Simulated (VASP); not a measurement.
Write the native input for VASP 6.6.1 that does the following.

```
Task                   : single point
Functional             : PBE
Potentials or basis    : VASP PAW PBE potentials, release 64 (Al, Lu)
Cutoff                 : 520 eV
k mesh                 : 7 × 7 × 7
Occupations            : fermi-dirac, width 0.0515 eV
Spin                   : no spin polarisation
Dipole correction      : no
Further INCAR settings : ALGO = Normal; EDIFF = 1e-07; NBANDS = 30
```

The structure of LuAl6 lies in POSCAR:

```
LuAl6
1.0
    6.1476602079      0.0000000000      0.0000000000
    0.0000000000      6.1476602079      0.0000000000
    0.0000000000      0.0000000000      6.1476602079
Al Lu
6 1
Direct
    0.1980093967      0.5000000000      0.5000000000
    0.5000000000      0.1980093967      0.5000000000
    0.8019906033      0.5000000000      0.5000000000
    0.5000000000      0.8019906033      0.5000000000
    0.5000000000      0.5000000000      0.1980093967
    0.5000000000      0.5000000000      0.8019906033
    0.0000000000      0.0000000000      0.0000000000
```

These files were run (other wordings do the same):

INCAR

```
SYSTEM = LuAl6
PREC = Accurate ; ENCUT = 520
EDIFF = 1E-7 ; ISMEAR = -1
SIGMA = 0.0515 ; LREAL = .False.
LASPH = .True. ; NELM = 100
ALGO = Normal ; ISIF = 2
LWAVE = .False. ; LCHARG = .True.
GGA = PE ; LELF = .True.
LVHAR = .True. ; NBANDS = 30
```

KPOINTS

```
regular mesh
0
Gamma
  7 7 7
  0 0 0
```

Potentials or basis: VASP PAW PBE potentials, release 64 (Al, Lu).

Run with:

```bash
$ cat potpaw_PBE.64/Al/POTCAR potpaw_PBE.64/Lu/POTCAR > POTCAR
$ mpirun -np 1 vasp_std > vasp.out
```

It gave:

- Pressure: 0.0 GPa
- Largest force: 0.012 eV/Å
- Band gap on the k mesh: zero (an odd number of electrons rules out a gap without spin polarisation)

Caveat: spin-orbit coupling is left out, which moves the levels of the heavy elements.

Wall time 2.9 min on 1 thread of Intel(R) Xeon(R) Platinum 8259CL CPU @ 2.50GHz (Skylake/Cascade Lake), on a shared host, peak memory 0.4 GiB.
